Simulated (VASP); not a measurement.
# SnSe in VASP: notebook, part 2 of 2

VASP 6.6.1. The steps go on from the part before.

### 4 Single point, PBE (atoms moved at random and the cell strained at random)

Input file INCAR:

```
PREC = Accurate
ENCUT = 520
EDIFF = 1E-7
ISMEAR = 0
SIGMA = 0.05
LREAL = False
LASPH = True
NELM = 80
ALGO = Normal
ISIF = 2
LWAVE = False
LCHARG = False
GGA = PE
NBANDS = 17
```

Input file KPOINTS:

```
Automatic mesh
0
Gamma
  10 10 10
```

Input file POSCAR:

```
SnSe
1.0
   -0.0020769000      3.1310020000      3.1226643000
    3.1393999000     -0.0151102000      3.1356976000
    3.1413564000      3.1459918000     -0.0170667000
Sn Se
1 1
Direct
    0.0521478405      0.0292342193     -0.0381810631
    0.4478521595      0.4707657807      0.5381810631
```

Potentials or basis: VASP PAW PBE potentials, release 64 (Sn_d, Se).

Run with:

```sh
$ cat potpaw_PBE.64/Sn_d/POTCAR potpaw_PBE.64/Se/POTCAR > POTCAR
$ mpirun -np 1 vasp_std > vasp.out
```

OUTCAR:

```text
PREC = Accurate
   ENCUT = 520
   EDIFF = 1E-7
   ISMEAR = 0
   LREAL = False
   LASPH = True
   NELM = 80
   ISIF = 2
   GGA = PE

 ion  position               nearest neighbor table
   1  0.052  0.029  0.962-   2 2.63   2 3.11   2 3.13   2 3.24   2 3.27
   2  0.448  0.471  0.538-   1 2.63   1 3.11   1 3.13   1 3.24   1 3.27

  LATTYP: Found a triclinic cell.
 ALAT       =     4.4220142659
 B/A-ratio  =     1.0054280388
 C/A-ratio  =     1.0053926212
 COS(alpha) =     0.0014857237
 COS(beta)  =     0.4979887469
 COS(gamma) =     0.4992947183

  Lattice vectors:

 A1 = (   0.0020769000,  -3.1310020000,  -3.1226643000)
 A2 = (   3.1414768000,  -3.1461122000,   0.0130333000)
 A3 = (  -3.1413564000,  -3.1459918000,   0.0170667000)

Analysis of symmetry for initial positions (statically):
=====================================================================
 Subroutine PRICEL returns:
 Original cell was already a primitive cell.

 Routine SETGRP: Setting up the symmetry group for a
 triclinic supercell.

 Subroutine GETGRP returns: Found  1 space group operations
 (whereof  1 operations were pure point group operations)
 out of a pool of  2 trial point group operations.

The static configuration has the point symmetry C_1 .

Analysis of symmetry for dynamics (positions and initial velocities):
=====================================================================
 Subroutine PRICEL returns:
 Original cell was already a primitive cell.

 Routine SETGRP: Setting up the symmetry group for a
 triclinic supercell.

 Subroutine GETGRP returns: Found  1 space group operations
 (whereof  1 operations were pure point group operations)
 out of a pool of  2 trial point group operations.

The dynamic configuration has the point symmetry C_1 .

 Subroutine INISYM returns: Found  1 space group operations
 (whereof  1 operations are pure point group operations),
 and found     1 'primitive' translations

----------------------------------------------------------------------------------------

                                     Primitive cell

  volume of cell :      62.0190

  direct lattice vectors                    reciprocal lattice vectors
    -0.002076900  3.131002000  3.122664300    -0.159058077  0.159691784  0.160015394
     3.139399900 -0.015110200  3.135697600     0.159262709 -0.158167140  0.158695382
     3.141356400  3.145991800 -0.017066700     0.159065147  0.158174210 -0.158490750

  length of vectors
     4.422014266  4.437190495  4.445860514     0.276416107  0.274892123  0.274663648

  position of ions in fractional coordinates (direct lattice)
     0.052147840  0.029234219  0.961818937
     0.447852160  0.470765781  0.538181063

  ion indices of the primitive-cell ions
   primitive index   ion index
                 1           1
                 2           2

----------------------------------------------------------------------------------------

 KPOINTS: Automatic mesh

Automatic generation of k-mesh.
 Grid dimensions read from file:
 generate k-points for:   10   10   10

 Generating k-lattice:

  Cartesian coordinates                     Fractional coordinates (reciprocal lattice)
    -0.015905808  0.015969178  0.016001539     0.100000000 -0.000000000 -0.000000000
     0.015926271 -0.015816714  0.015869538     0.000000000  0.100000000  0.000000000
     0.015906515  0.015817421 -0.015849075    -0.000000000 -0.000000000  0.100000000

  Length of vectors
     0.027641611  0.027489212  0.027466365

  Shift w.r.t. Gamma in fractional coordinates (k-lattice)
     0.000000000  0.000000000  0.000000000

 Subroutine IBZKPT returns following result:
 ===========================================

 Found    504 irreducible k-points:

 Following reciprocal coordinates:
            Coordinates               Weight
  0.000000  0.000000  0.000000      1.000000
  0.100000  0.000000  0.000000      2.000000
  0.200000  0.000000  0.000000      2.000000
  0.300000  0.000000  0.000000      2.000000
  0.400000  0.000000  0.000000      2.000000
  0.500000 -0.000000  0.000000      1.000000
[... 16 lines left out ...]
 -0.400000  0.200000 -0.000000      2.000000
 -0.300000  0.200000 -0.000000      2.000000
 [... further k-points ...]
   k-points           NKPTS =    504   k-points in BZ     NKDIM =    504   number of bands    NBANDS=     17
   number of dos      NEDOS =    301   number of ions     NIONS =      2
   total plane-waves  NPLWV =  46656
   dimension x,y,z NGX =    36 NGY =   36 NGZ =   36
   dimension x,y,z NGXF=    72 NGYF=   72 NGZF=   72
   ions per type =               1   1
   NGX,Y,Z   is equivalent  to a cutoff of  13.53, 13.49, 13.46 a.u.
   NGXF,Y,Z  is equivalent  to a cutoff of  27.07, 26.98, 26.92 a.u.
 SYSTEM =  unknown system
   PREC   = accura    normal or accurate (medium, high low for compatibility)
   ISTART =      0    job   : 0-new  1-cont  2-samecut
   ICHARG =      2    charge: 1-file 2-atom 10-const
   ISPIN  =      1    spin polarized calculation?
   LNONCOLLINEAR =      F non collinear calculations
   LSORBIT =      F    spin-orbit coupling
   LASPH  =      T    aspherical Exc in radial PAW
   ENCUT  =  520.0 eV  38.22 Ry    6.18 a.u.   8.22  8.25  8.27*2*pi/ulx,y,z
   NELM   =     80;   NELMIN=  2; NELMDL= -5     # of ELM steps
   EDIFF  = 0.1E-06   stopping-criterion for ELM
   LREAL  =      F    real-space projection
   EDIFFG = 0.1E-05   stopping-criterion for IOM
   NSW    =      0    number of steps for IOM
   IBRION =     -1    ionic relax: 0-MD 1-quasi-New 2-CG
   NFREE  =      0    steps in history (QN), initial steepest desc. (CG)
   ISIF   =      2    stress and relaxation
   ISYM   =      2    0-nonsym 1-usesym 2-fastsym
   POTIM  = 0.5000    time-step for ionic-motion
   TEBEG  =    0.0;   TEEND  =   0.0 temperature during run
   PSTRESS=    0.0 pullay stress
   NELECT =      20.0000    total number of electrons
   NUPDOWN=      -1.0000    fix difference up-down
   EMIN   =  10.00;   EMAX   =-10.00  energy-range for DOS
   EFERMI =   0.00;   METHOD = LEGACY
   ISMEAR =     0;   SIGMA  =   0.05  broadening in eV -4-tet -1-fermi 0-gaus
   EFERMI_NEDOS =   21; number of points for ismear=-14 and -15
   IALGO  =     38    algorithm
   IMIX   =      4    mixing-type and parameters
     AMIX     =   0.40;   BMIX     =  1.00
     AMIX_MAG =   1.60;   BMIX_MAG =  1.00
  volume/ion in A,a.u.               =      31.01       209.26
  Fermi-wavevector in a.u.,A,eV,Ry     =   1.122647  2.121495 17.147920  1.260337
  Thomas-Fermi vector in A             =   2.259308
   LORBIT       =      0    0 simple, 1 ext, 2 COOP (PROOUT), +10 PAW based schemes
   GGA     = PE    functional components
   LHFCALC =     F    Hartree Fock is set to
   AEXX    =    0.0000 exact exchange contribution
   IVDW    =     0    specifies the selected vdW correction
   LEPSILON=     F    determine dielectric tensor
   LRPA    =     F    only Hartree local field effects (RPA)
 non-spin polarized calculation
 Gauss-broadening in eV      SIGMA  =   0.05
  energy-cutoff  :      520.00
  volume of cell :       62.02
 maximum number of plane-waves:      1690
 NGX is ok and might be reduce to    36
   NGX = 17   NGY = 17   NGZ = 17

 number of electron      19.9999999 magnetization

 Free energy of the ion-electron system (eV)
  ---------------------------------------------------
  ext. energy  EPLUGINS =         0.00000000
  ---------------------------------------------------
  free energy    TOTEN  =        -8.09077372 eV

  energy without entropy =       -8.09077372  energy(sigma->0) =       -8.09077372

 E-fermi :   4.2416     XC(G=0):  -8.9693

 val. band max:        4.0286772839   @ k =  -0.1000   0.4000  -0.0000
 cond. band min:       4.9510121814   @ k =   0.0000   0.5000   0.0000
 fundamental gap:      0.9223348976
 Fermi energy:         4.2415858638

 k-point     1 :       0.0000    0.0000    0.0000
  band No.  band energies     occupation
      1     -17.3027      2.00000
      2     -17.2965      2.00000
      3     -17.2599      2.00000
      4     -17.2522      2.00000
      5     -17.2519      2.00000
      6      -9.0882      2.00000
[... 9 lines left out ...]
     16      11.2445      0.00000
     17      12.3229      0.00000

 k-point     2 :       0.1000    0.0000    0.0000
  band No.  band energies     occupation
      1     -17.3023      2.00000
      2     -17.2965      2.00000
      3     -17.2604      2.00000
      4     -17.2518      2.00000
      5     -17.2514      2.00000
      6      -9.0365      2.00000
[... 9 lines left out ...]
     16      11.0305      0.00000
     17      12.9144      0.00000
[... 421 lines left out ...]
 k-point    24 :      -0.3000    0.2000   -0.0000
  band No.  band energies     occupation
      1     -17.2993      2.00000
      2     -17.2976      2.00000
      3     -17.2656      2.00000
      4     -17.2480      2.00000
      5     -17.2462      2.00000
      6      -8.4556      2.00000
[... 9 lines left out ...]
     16      13.3448      0.00000
     17      14.7845      0.00000

 [... further k-points ...]
[... 5 lines left out ...]
  --------------------------------------------------------------------------------------
  -------------------------------------------------------------------------------------
  Total       -1.0906338     -1.0878545      1.0476196     -0.0104877      0.1285581     -0.0610023
  in kB      -28.1750600    -28.1032616     27.0638467     -0.2709362      3.3211263     -1.5759118
  external PRESSURE =      -9.7381583 kB  Pullay stress =       0.0000000 kB

 VOLUME and BASIS-vectors are now :
 -----------------------------------------------------------------------------
  energy-cutoff  :      520.00
  volume of cell :       62.02
      direct lattice vectors                 reciprocal lattice vectors
    -0.002076900  3.131002000  3.122664300    -0.159058077  0.159691784  0.160015394
     3.139399900 -0.015110200  3.135697600     0.159262709 -0.158167140  0.158695382
     3.141356400  3.145991800 -0.017066700     0.159065147  0.158174210 -0.158490750

 POSITION                                       TOTAL-FORCE (eV/Angst)
 -----------------------------------------------------------------------------------
      3.11309      3.18871      0.23809         0.024033     -0.054820     -0.710148
      3.16761      3.08823      2.86549        -0.024033      0.054820      0.710148
 -----------------------------------------------------------------------------------
    total drift:                                0.000150     -0.000003      0.000225

  FREE ENERGIE OF THE ION-ELECTRON SYSTEM (eV)
  ---------------------------------------------------
  free  energy   TOTEN  =        -8.0907737233 eV

  energy  without entropy=       -8.0907737233  energy(sigma->0) =       -8.09077372
```

stdout:

```text
POSCAR found type information on POSCAR SnSe
 POSCAR found :  2 types and       2 ions
 scaLAPACK will be used
 LDA part: xc-table for (Slater+PW92), standard interpolation
 POSCAR, INCAR and KPOINTS ok, starting setup
 FFT: planning ... GRIDC
 FFT: planning ... GRID_SOFT
 FFT: planning ... GRID
 WAVECAR not read
 entering main loop
```

Run time: 11 min. Hardware: 1 thread of Oxide Virtual Turin-like, shared host; peak memory 0.59 GiB.

Results:

| Item | Value |
| --- | --- |
| Free energy | -8.0908 eV |
| Pressure | -1.0 GPa |
| Largest force | 0.713 eV/Å |
| Band gap on the k mesh | 0.92 eV (least direct gap 0.95 eV) |

Forces in eV/Å, atoms in the order of the input:
```
Sn   0.024 -0.055 -0.710
Se  -0.024  0.055  0.710
```

Levels at points of the mesh, in eV from the valence-band top:
```tsv
k point	band 6	band 7	band 8	band 9	band 10	band 11	band 12	band 13	band 14	band 15
(0.00, 0.00, 0.00)	-13.12	-5.03	-2.17	-1.52	-1.47	3.12	3.15	4.65	6.31	7.14
(0.50, 0.00, 0.00)	-12.48	-7.05	-2.16	-1.51	-0.48	1.17	1.58	2.47	7.69	10.01
(0.00, 0.50, 0.00)	-12.43	-7.32	-2.00	-1.63	-0.07	0.92	1.88	2.69	7.73	9.75
(0.50, 0.50, 0.00)	-12.18	-6.76	-3.38	-2.92	-2.88	3.56	4.98	5.09	5.93	10.25
(0.00, 0.00, 0.50)	-12.45	-7.24	-2.07	-1.56	-0.20	1.01	1.81	2.64	7.69	9.78
(0.50, 0.00, 0.50)	-12.30	-5.90	-4.38	-2.83	-2.59	2.21	5.32	5.65	6.29	9.90
(0.00, 0.50, 0.50)	-12.30	-5.88	-4.41	-2.92	-2.51	2.19	5.35	5.64	6.30	9.92
(0.50, 0.50, 0.50)	-12.45	-7.16	-2.14	-1.55	-0.33	1.04	1.72	2.55	7.70	9.93
```

Caveat: the cell differs from its parent crystal (atoms moved at random and the cell strained at random); the stress differs along the axes, from -3 to 3 GPa; spin-orbit coupling is left out, which moves the levels of the heavy elements. A k mesh can miss the band edges.

### 5 Overview

```csv
cell,gap on the mesh (eV),pressure (GPa),largest force (eV/Å)
"a = 4.257 Å, angles 60.0°, 2 atoms, atomic positions A",0.57,1.4,0.06
"a = 4.358, b = 4.546 Å, angles 58.6, 62.9, 58.6°, 2 atoms, atomic positions B",1.18,2.4,1.86
"a = 4.422, b = 4.437, c = 4.446 Å, angles 60.3, 60.1, 60.2°, 2 atoms, atomic positions C",0.92,-1.0,0.71
```

Alike in all rows: task single point; level PBE; potentials or basis VASP PAW PBE potentials, release 64 (Sn_d, Se); no spin polarisation; k mesh 10 × 10 × 10; cutoff (eV) 520; smearing gaussian 0.05 eV.

Caveats: spin-orbit coupling is left out, which moves the levels of the heavy elements; semilocal functionals underestimate gaps, and a narrow one can read as zero (at least some runs); the stress differs along the axes, from -3 to 14 GPa (at least some runs); forces of over 1 eV/Å act on the atoms, so gaps and moduli don't describe the material at rest (at least some runs); the stress differs along the axes, from -3 to 3 GPa (at least some runs).

Absolute energies hang on the potentials; compare differences alone.
